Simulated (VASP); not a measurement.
Runs of VASP 6.6.1 on Sn. The structure is that of space group Im-3m (No. 229), or close to it. The cells are those of the table. 

```tsv
cell	k mesh	gap on the mesh (eV)	pressure (GPa)
a = 3.208 Å, angles 109.5°, 1 atom	12 × 12 × 12	none	(b)
a = 3.291 Å, angles 109.5°, 1 atom	13 × 13 × 13	none	-3.6
a = 3.074 Å, angles 109.5°, 1 atom	13 × 13 × 13	none	10.7
a = 3.332 Å, angles 109.5°, 1 atom	13 × 13 × 13	none	-4.8
a = 3.250 Å, angles 109.5°, 1 atom	13 × 13 × 13	none	(a)
```

Alike in all rows: task single point; level LDA; potentials or basis VASP PAW LDA potentials, release 64 (Sn_d); no spin polarisation; cutoff (eV) 520; smearing fermi-dirac 0.1 eV.

Task: Fill in the values left out.

Result: (a) -1.9; (b) -0.1.

Caveats: spin-orbit coupling is left out, which moves the levels of the heavy elements.

A k mesh can miss the band edges, and the runs leave out spin-orbit coupling on Sn.

A gap of «none» marks levels without a gap at the run's occupations.
